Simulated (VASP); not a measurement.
# TiC (Fm-3m) in VASP: a series of runs

The runs below take TiC through relaxation of cell and atoms, single point, with BLYP+D4, r2SCAN+U, r2SCAN+D4, PBE, PBE+U.

Program: VASP 6.6.1. These are calculated values, not measurements. Logs are shortened: lines on timing, memory, paths and dates and some standing lists are left out, and cuts for length are marked.

## (1) The cell of the first run

The structure is cubic, space group Fm-3m (No. 225). The conventional cell has a = 4.331 Å, b = 4.331 Å, c = 4.331 Å, α = 90.00°, β = 90.00°, γ = 90.00°. Ti (site symmetry m-3m) has 6 C at 2.17 Å within 2.9 Å. Within 2.9 Å of C (site symmetry m-3m) lie 6 Ti at 2.17 Å.

## (2) Relaxation of cell and atoms, BLYP+D4

Input file INCAR:

```
AGGAC = 1.0 ; AGGAX = 1.0
ALDAC = 0.0 ; ALDAX = 1.0
ALGO = Normal ; EDIFF = 1E-6
EDIFFG = -0.01 ; ENCUT = 600
GGA = B5 ; IBRION = 2
ISIF = 3 ; ISMEAR = -1
IVDW = 13 ; LASPH = True
LCHARG = False ; LREAL = False
LWAVE = False ; NELM = 60
NSW = 60 ; PREC = Accurate
SIGMA = 0.05 ; VDW_A1 = 0.44488865
VDW_A2 = 4.0933009 ; VDW_S6 = 1.0
VDW_S8 = 2.34076671
```

Input file KPOINTS:

```
k-points
0
Gamma
  11 11 11
```

Input file POSCAR:

```
TiC
1.0
    0.0000000000      2.1657188437      2.1657188437
    2.1657188437      0.0000000000      2.1657188437
    2.1657188437      2.1657188437      0.0000000000
Ti C
1 1
Direct
    0.0000000000      0.0000000000      0.0000000000
    0.5000000000      0.5000000000      0.5000000000
```

Potentials or basis: VASP PAW PBE potentials, release 64 (Ti_sv, C).

Launch:

```console
$ cat potpaw_PBE.64/Ti_sv/POTCAR potpaw_PBE.64/C/POTCAR > POTCAR
$ mpirun -np 1 vasp_std > vasp.out
```

OUTCAR:

```text
EDIFF = 1E-6
   EDIFFG = -0.01
   ENCUT = 600
   GGA = B5
   IBRION = 2
   ISIF = 3
   ISMEAR = -1
   IVDW = 13
   LASPH = True
   LREAL = False
   NELM = 60
   NSW = 60
   PREC = Accurate

 ion  position               nearest neighbor table
   1  0.000  0.000  0.000-   2 2.17   2 2.17   2 2.17   2 2.17   2 2.17   2 2.17
   2  0.500  0.500  0.500-   1 2.17   1 2.17   1 2.17   1 2.17   1 2.17   1 2.17

  LATTYP: Found a face centered cubic cell.
 ALAT       =     4.3314376874

  Lattice vectors:

 A1 = (   0.0000000000,   2.1657188437,   2.1657188437)
 A2 = (   2.1657188437,   0.0000000000,   2.1657188437)
 A3 = (   2.1657188437,   2.1657188437,   0.0000000000)

Analysis of symmetry for initial positions (statically):
=====================================================================
 Subroutine PRICEL returns:
 Original cell was already a primitive cell.

 Routine SETGRP: Setting up the symmetry group for a
 face centered cubic supercell.

 Subroutine GETGRP returns: Found 48 space group operations
[... 9 lines left out ...]

 Routine SETGRP: Setting up the symmetry group for a
 face centered cubic supercell.

 Subroutine GETGRP returns: Found 48 space group operations
[... 11 lines left out ...]
                                     Primitive cell

  volume of cell :      20.3159

  direct lattice vectors                    reciprocal lattice vectors
     0.000000000  2.165718844  2.165718844    -0.230870227  0.230870227  0.230870227
     2.165718844  0.000000000  2.165718844     0.230870227 -0.230870227  0.230870227
     2.165718844  2.165718844  0.000000000     0.230870227  0.230870227 -0.230870227

  length of vectors
     3.062788961  3.062788961  3.062788961     0.399878962  0.399878962  0.399878962

  position of ions in fractional coordinates (direct lattice)
[... 8 lines left out ...]
----------------------------------------------------------------------------------------

 KPOINTS: k-points

Automatic generation of k-mesh.
 Grid dimensions read from file:
 generate k-points for:   11   11   11

 Generating k-lattice:

  Cartesian coordinates                     Fractional coordinates (reciprocal lattice)
    -0.020988202  0.020988202  0.020988202     0.090909091  0.000000000  0.000000000
     0.020988202 -0.020988202  0.020988202     0.000000000  0.090909091  0.000000000
     0.020988202  0.020988202 -0.020988202     0.000000000  0.000000000  0.090909091

  Length of vectors
     0.036352633  0.036352633  0.036352633

  Shift w.r.t. Gamma in fractional coordinates (k-lattice)
     0.000000000  0.000000000  0.000000000

 Subroutine IBZKPT returns following result:
 ===========================================

 Found     56 irreducible k-points:

 Following reciprocal coordinates:
            Coordinates               Weight
  0.000000  0.000000  0.000000      1.000000
  0.090909  0.000000  0.000000      8.000000
  0.181818  0.000000  0.000000      8.000000
  0.272727  0.000000  0.000000      8.000000
  0.363636  0.000000  0.000000      8.000000
  0.454545  0.000000  0.000000      8.000000
[... 16 lines left out ...]
 -0.272727  0.181818  0.000000     24.000000
 -0.181818  0.181818  0.000000     12.000000
 [... further k-points ...]
   k-points           NKPTS =     56   k-points in BZ     NKDIM =     56   number of bands    NBANDS=     12
   number of dos      NEDOS =    301   number of ions     NIONS =      2
   total plane-waves  NPLWV =  13824
   dimension x,y,z NGX =    24 NGY =   24 NGZ =   24
   dimension x,y,z NGXF=    48 NGYF=   48 NGZF=   48
   ions per type =               1   1
   NGX,Y,Z   is equivalent  to a cutoff of  13.03, 13.03, 13.03 a.u.
   NGXF,Y,Z  is equivalent  to a cutoff of  26.05, 26.05, 26.05 a.u.
 SYSTEM =  unknown system
   PREC   = accura    normal or accurate (medium, high low for compatibility)
   ISTART =      0    job   : 0-new  1-cont  2-samecut
   ICHARG =      2    charge: 1-file 2-atom 10-const
   ISPIN  =      1    spin polarized calculation?
   LNONCOLLINEAR =      F non collinear calculations
   LSORBIT =      F    spin-orbit coupling
   LASPH  =      T    aspherical Exc in radial PAW
   ENCUT  =  600.0 eV  44.10 Ry    6.64 a.u.   6.12  6.12  6.12*2*pi/ulx,y,z
   NELM   =     60;   NELMIN=  2; NELMDL= -5     # of ELM steps
   EDIFF  = 0.1E-05   stopping-criterion for ELM
   LREAL  =      F    real-space projection
   EDIFFG = -.1E-01   stopping-criterion for IOM
   NSW    =     60    number of steps for IOM
   IBRION =      2    ionic relax: 0-MD 1-quasi-New 2-CG
   NFREE  =      1    steps in history (QN), initial steepest desc. (CG)
   ISIF   =      3    stress and relaxation
   ISYM   =      2    0-nonsym 1-usesym 2-fastsym
   POTIM  = 0.5000    time-step for ionic-motion
   TEBEG  =    0.0;   TEEND  =   0.0 temperature during run
   PSTRESS=    0.0 pullay stress
   NELECT =      16.0000    total number of electrons
   NUPDOWN=      -1.0000    fix difference up-down
   EMIN   =  10.00;   EMAX   =-10.00  energy-range for DOS
   EFERMI =   0.00;   METHOD = LEGACY
   ISMEAR =    -1;   SIGMA  =   0.05  broadening in eV -4-tet -1-fermi 0-gaus
   EFERMI_NEDOS =   21; number of points for ismear=-14 and -15
   IALGO  =     38    algorithm
   IMIX   =      4    mixing-type and parameters
     AMIX     =   0.40;   BMIX     =  1.00
     AMIX_MAG =   1.60;   BMIX_MAG =  1.00
  volume/ion in A,a.u.               =      10.16        68.55
  Fermi-wavevector in a.u.,A,eV,Ry     =   1.511829  2.856943 31.097854  2.285628
  Thomas-Fermi vector in A             =   2.621834
   LORBIT       =      0    0 simple, 1 ext, 2 COOP (PROOUT), +10 PAW based schemes
   GGA     = B5    functional components
   LHFCALC =     F    Hartree Fock is set to
   AEXX    =    0.0000 exact exchange contribution
   IVDW    =    13    specifies the selected vdW correction
   LEPSILON=     F    determine dielectric tensor
   LRPA    =     F    only Hartree local field effects (RPA)
 conjugate gradient relaxation of ions
 non-spin polarized calculation
  energy-cutoff  :      600.00
  volume of cell :       20.32
 maximum number of plane-waves:       690
   NGX = 13   NGY = 13   NGZ = 13

--------------------------------------- Ionic step        1  -------------------------------------------

 number of electron      16.0000000 magnetization

 Free energy of the ion-electron system (eV)
  ---------------------------------------------------
  ext. energy  EPLUGINS =         0.00000000
  ---------------------------------------------------
  free energy    TOTEN  =       -17.02425316 eV

  energy without entropy =      -17.02180815  energy(sigma->0) =      -17.02303066

------------------------ aborting loop because EDIFF is reached ----------------------------------------

  DFT-D4 for vdW energy calculation

  Edisp (eV):   -1.05105

  FORCE on cell =-STRESS in cart. coord.  units (eV):
  Direction    XX          YY          ZZ          XY          YZ          ZX
  --------------------------------------------------------------------------------------
  -------------------------------------------------------------------------------------
  Total      -0.09235    -0.09235    -0.09235    -0.00000     0.00000    -0.00000
  in kB      -7.28289    -7.28289    -7.28289    -0.00000     0.00000    -0.00000
  external pressure =       -7.28 kB  Pullay stress =        0.00 kB
[... 61 lines left out ...]
  energy  without entropy=      -18.0727764078  energy(sigma->0) =      -18.07399602

--------------------------------------- Ionic step        3  -------------------------------------------

 number of electron      16.0000001 magnetization

 Free energy of the ion-electron system (eV)
  ---------------------------------------------------
  ext. energy  EPLUGINS =         0.00000000
  ---------------------------------------------------
  free energy    TOTEN  =       -17.02094734 eV

  energy without entropy =      -17.01850505  energy(sigma->0) =      -17.01972619

 E-fermi :   9.9416     XC(G=0): -12.0576

 val. band max:        9.8222137124   @ k =   0.4545   0.4545   0.0000
 cond. band min:       9.9957731784   @ k =   0.0909   0.0000   0.0000
 fundamental gap:      0.1735594660
 Fermi energy:         9.9416096858

 k-point     1 :       0.0000    0.0000    0.0000
  band No.  band energies     occupation
      1     -46.5774      2.00000
      2     -22.7531      2.00000
      3     -22.7531      2.00000
      4     -22.7531      2.00000
      5      -2.3659      2.00000
      6      10.5635      0.00001
      7      10.5635      0.00001
      8      10.5635      0.00001
      9      11.4987      0.00000
     10      11.4987      0.00000
     11      11.4987      0.00000
     12      11.5142      0.00000
[... 331 lines left out ...]
 k-point    24 :      -0.1818    0.1818    0.0000
  band No.  band energies     occupation
      1     -46.5282      2.00000
      2     -23.0227      2.00000
      3     -22.8593      2.00000
      4     -22.7725      2.00000
      5      -0.6856      2.00000
      6       6.6735      2.00000
      7       7.6715      2.00000
      8       8.0172      2.00000
      9      11.3917      0.00000
     10      12.4482      0.00000
     11      13.3777      0.00000
     12      14.1757      0.00000

 [... further k-points ...]

------------------------ aborting loop because EDIFF is reached ----------------------------------------

  DFT-D4 for vdW energy calculation

  Edisp (eV):   -1.05449

  FORCE on cell =-STRESS in cart. coord.  units (eV):
  Direction    XX          YY          ZZ          XY          YZ          ZX
  --------------------------------------------------------------------------------------
  -------------------------------------------------------------------------------------
  Total      -0.00169    -0.00169    -0.00169     0.00000     0.00000    -0.00000
  in kB      -0.13342    -0.13342    -0.13342     0.00000     0.00000    -0.00000
  external pressure =       -0.13 kB  Pullay stress =        0.00 kB
[... 17 lines left out ...]
  FREE ENERGIE OF THE ION-ELECTRON SYSTEM (eV)
  ---------------------------------------------------
  free  energy   TOTEN  =       -18.0754380509 eV

  energy  without entropy=      -18.0729957581  energy(sigma->0) =      -18.07421690

 reached required accuracy - stopping structural energy minimisation
```

Wall time 52 s (1 thread of Intel Xeon Platinum 8559C (Emerald Rapids), shared host); peak memory 0.15 GiB.

What came out:

- Free energy: -18.0754 eV
- Relaxed volume: 10.13 Å³/atom
- Relaxed cell: a = 3.060 Å, b = 3.060 Å, c = 3.060 Å, α = 60.00°, β = 60.00°, γ = 60.00°
- Space group after relaxing (to 0.05 Å): Fm-3m (No. 225)
- Energy gained by relaxing: 0.1 meV/atom
- Ionic steps: 3
- Pressure after relaxing: 0.0 GPa
- Band gap on the k mesh: zero (band 8 reaches 10.56 eV, above the bottom of band 9 at 9.47 eV)
- Dispersion energy per atom: -0.527 eV

The path:
| step | energy change (eV) | largest force (eV/Å) | pressure (GPa) | volume (Å³) |
| --- | --- | --- | --- | --- |
| 1 | 0.0000 | 0.0000 | -0.73 | 20.32 |
| 2 | 0.0001 | 0.0000 | 0.90 | 20.18 |
| 3 | -0.0001 | 0.0000 | -0.01 | 20.26 |

Final structure:
```yaml
crystal:
  lattice:
    - [0.00000, 2.16366, 2.16366]
    - [2.16366, 0.00000, 2.16366]
    - [2.16366, 2.16366, 0.00000]
  atoms:
    - { symbol: Ti, position: [0.00000, 0.00000, 0.00000] }
    - { symbol: C, position: [0.50000, 0.50000, 0.50000] }
```

Caveat: the PAW data sets were made with another functional, which shifts forces and pressure a little; pairwise dispersion overbinds metals, which lowers pressure and volume.

## (3) Single point, r2SCAN+U

This run uses another cell than the first one, of 10.63 Å³/atom, 1.046 times its volume.

Input file POSCAR:

```
TiC
1.0
    0.0000000000      2.1984201392      2.1984201392
    2.1984201392      0.0000000000      2.1984201392
    2.1984201392      2.1984201392      0.0000000000
Ti C
1 1
Direct
    0.0000000000      0.0000000000      0.0000000000
    0.5000000000      0.5000000000      0.5000000000
```

Input file INCAR.step1:

```
PREC = Accurate
ENCUT = 520
ISMEAR = -1
SIGMA = 0.05
LREAL = False
LASPH = True
NELM = 150
LMAXMIX = 4
LDAU = True
LDAUTYPE = 2
LDAUL = 2 -1
LDAUU = 6 0
LDAUJ = 0 0
NBANDS = 15
GGA = PE
ALGO = Normal
EDIFF = 1E-4
LWAVE = True
LCHARG = False
```

Input file INCAR.step2:

```
PREC = Accurate
ENCUT = 520
EDIFF = 1E-7
ISMEAR = -1
SIGMA = 0.05
LREAL = False
LASPH = True
NELM = 150
ALGO = Normal
ISIF = 2
LWAVE = False
LCHARG = False
LMAXMIX = 4
LDAU = True
LDAUTYPE = 2
LDAUL = 2 -1
LDAUU = 6 0
LDAUJ = 0 0
LDAUPRINT = 1
METAGGA = R2SCAN
LMIXTAU = True
NBANDS = 15
ISTART = 1
```

Input file KPOINTS:

```
Automatic mesh
0
Gamma
  11 11 11
```

Potentials or basis: VASP PAW PBE potentials, release 64 (Ti_sv, C).

Launch:

```console
$ cat potpaw_PBE.64/Ti_sv/POTCAR potpaw_PBE.64/C/POTCAR > POTCAR
$ cp INCAR.step1 INCAR
$ mpirun -np 1 vasp_std > vasp.out
$ cp INCAR.step2 INCAR
$ mpirun -np 1 vasp_std > vasp.out
```

OUTCAR:

```text
PREC = Accurate
   ENCUT = 520
   EDIFF = 1E-7
   ISMEAR = -1
   LREAL = False
   LASPH = True
   NELM = 150
   ISIF = 2
   METAGGA = R2SCAN
   ISTART = 1

 ion  position               nearest neighbor table
   1  0.000  0.000  0.000-   2 2.20   2 2.20   2 2.20   2 2.20   2 2.20   2 2.20
   2  0.500  0.500  0.500-   1 2.20   1 2.20   1 2.20   1 2.20   1 2.20   1 2.20

  LATTYP: Found a face centered cubic cell.
 ALAT       =     4.3968402784

  Lattice vectors:

 A1 = (   0.0000000000,   2.1984201392,   2.1984201392)
 A2 = (   2.1984201392,   0.0000000000,   2.1984201392)
 A3 = (   2.1984201392,   2.1984201392,   0.0000000000)

Analysis of symmetry for initial positions (statically):
=====================================================================
 Subroutine PRICEL returns:
 Original cell was already a primitive cell.

 Routine SETGRP: Setting up the symmetry group for a
 face centered cubic supercell.

 Subroutine GETGRP returns: Found 48 space group operations
[... 9 lines left out ...]

 Routine SETGRP: Setting up the symmetry group for a
 face centered cubic supercell.

 Subroutine GETGRP returns: Found 48 space group operations
[... 11 lines left out ...]
                                     Primitive cell

[... 179 lines left out ...]
 Fermi energy:         9.8105316023

 k-point     1 :       0.0000    0.0000    0.0000
  band No.  band energies     occupation
      1     -51.0552      2.00000
      2     -25.9990      2.00000
      3     -25.9989      2.00000
      4     -25.9989      2.00000
      5      -3.7756      2.00000
      6      11.0179      0.00000
      7      11.0179      0.00000
      8      11.0179      0.00000
      9      11.1226      0.00000
     10      11.1226      0.00000
     11      11.2574      0.00000
     12      11.2574      0.00000
     13      11.2574      0.00000
     14      19.7341      0.00000
[... 401 lines left out ...]
      2     -26.2180      2.00000
      3     -26.0855      2.00000
      4     -26.0152      2.00000
      5      -2.0801      2.00000
      6       6.1507      2.00000
      7       7.2481      2.00000
      8       7.8129      2.00000
      9      12.1323      0.00000
     10      12.5649      0.00000
     11      13.5881      0.00000
     12      14.1779      0.00000
     13      16.6247      0.00000
     14      21.1803      0.00000
     15      23.1288      0.00000

 [... further k-points ...]
[... 5 lines left out ...]
  --------------------------------------------------------------------------------------
  -------------------------------------------------------------------------------------
  Total        0.6543904      0.6543904      0.6543904      0.0000000      0.0000000     -0.0000000
  in kB       49.3384399     49.3384399     49.3384399      0.0000000      0.0000000     -0.0000000
  external PRESSURE =      49.3384399 kB  Pullay stress =       0.0000000 kB

 VOLUME and BASIS-vectors are now :
 -----------------------------------------------------------------------------
  energy-cutoff  :      520.00
  volume of cell :       21.25
      direct lattice vectors                 reciprocal lattice vectors
     0.000000000  2.198420139  2.198420139    -0.227436053  0.227436053  0.227436053
     2.198420139  0.000000000  2.198420139     0.227436053 -0.227436053  0.227436053
     2.198420139  2.198420139  0.000000000     0.227436053  0.227436053 -0.227436053

 POSITION                                       TOTAL-FORCE (eV/Angst)
 -----------------------------------------------------------------------------------
      0.00000      0.00000      0.00000         0.000000     -0.000000     -0.000000
      2.19842      2.19842      2.19842        -0.000000      0.000000      0.000000
 -----------------------------------------------------------------------------------
    total drift:                                0.000000     -0.000000     -0.000000

  FREE ENERGIE OF THE ION-ELECTRON SYSTEM (eV)
  ---------------------------------------------------
  free  energy   TOTEN  =       -20.6713096341 eV

  energy  without entropy=      -20.6699239195  energy(sigma->0) =      -20.67061678
```

OUTCAR.step1:

```text
PREC = Accurate
   ENCUT = 520
   ISMEAR = -1
   LREAL = False
   LASPH = True
[... 656 lines left out ...]
      0.00000      0.00000      0.00000         0.000000      0.000000      0.000000
      2.19842      2.19842      2.19842         0.000000      0.000000      0.000000
 -----------------------------------------------------------------------------------
    total drift:                                0.000000     -0.000000     -0.000000

  FREE ENERGIE OF THE ION-ELECTRON SYSTEM (eV)
  ---------------------------------------------------
  free  energy   TOTEN  =       -14.4013577571 eV

  energy  without entropy=      -14.3989567566  energy(sigma->0) =      -14.40015726
```

OSZICAR.step1:

```text
N       E                     dE             d eps       ncg     rms          rms(c)
DAV:   1     0.124133167609E+03    0.12413E+03   -0.78910E+03  1680   0.126E+03
DAV:   2    -0.135131119351E+02   -0.13765E+03   -0.12937E+03  1806   0.339E+02
DAV:   3    -0.213492814365E+02   -0.78362E+01   -0.77315E+01  2153   0.790E+01
DAV:   4    -0.216395039160E+02   -0.29022E+00   -0.28994E+00  2162   0.137E+01
DAV:   5    -0.216446461828E+02   -0.51423E-02   -0.51416E-02  2103   0.175E+00    0.179E+01
DAV:   6    -0.145471464500E+02    0.70975E+01   -0.14434E+01  2356   0.590E+01    0.565E+00
DAV:   7    -0.143836863964E+02    0.16346E+00   -0.19494E+00  1941   0.162E+01    0.389E+00
DAV:   8    -0.143684433421E+02    0.15243E-01   -0.11025E-01  2033   0.399E+00    0.225E+00
DAV:   9    -0.144282775567E+02   -0.59834E-01   -0.17697E-01  2185   0.523E+00    0.181E+00
DAV:  10    -0.144105655449E+02    0.17712E-01   -0.22027E-02  2015   0.232E+00    0.104E+00
DAV:  11    -0.144031255419E+02    0.74400E-02   -0.81109E-03  1960   0.122E+00    0.465E-01
DAV:  12    -0.144012791496E+02    0.18464E-02   -0.33989E-03  2023   0.828E-01    0.312E-02
DAV:  13    -0.144013577571E+02   -0.78608E-04   -0.14070E-04  1738   0.129E-01
   1 F= -.14401358E+02 E0= -.14400157E+02  d E =-.240100E-02
```

It took 79 s on 1 thread of Intel Xeon Platinum 8259CL at 2.50GHz (Skylake/Cascade Lake), shared host; peak memory 0.15 GiB.

What came out:

```
Free energy            : -20.6713 eV
Pressure               : 4.9 GPa
Band gap on the k mesh : zero (band 8 reaches 11.02 eV, above the bottom of band 9 at 9.10 eV)
```

Eigenvalues of the final occupation matrices:
```
    site  spin  trace               eigenvalues
site 1 d     1   0.83  0.09 0.09 0.09 0.28 0.28
site 1 d     2   0.83  0.09 0.09 0.09 0.28 0.28
```

Caveat: the PAW data sets were made with another functional, which shifts forces and pressure a little; U without spin polarisation on a metal has little footing; the U is typed as a test and isn't derived for this compound.

[end of part 1 of 2]
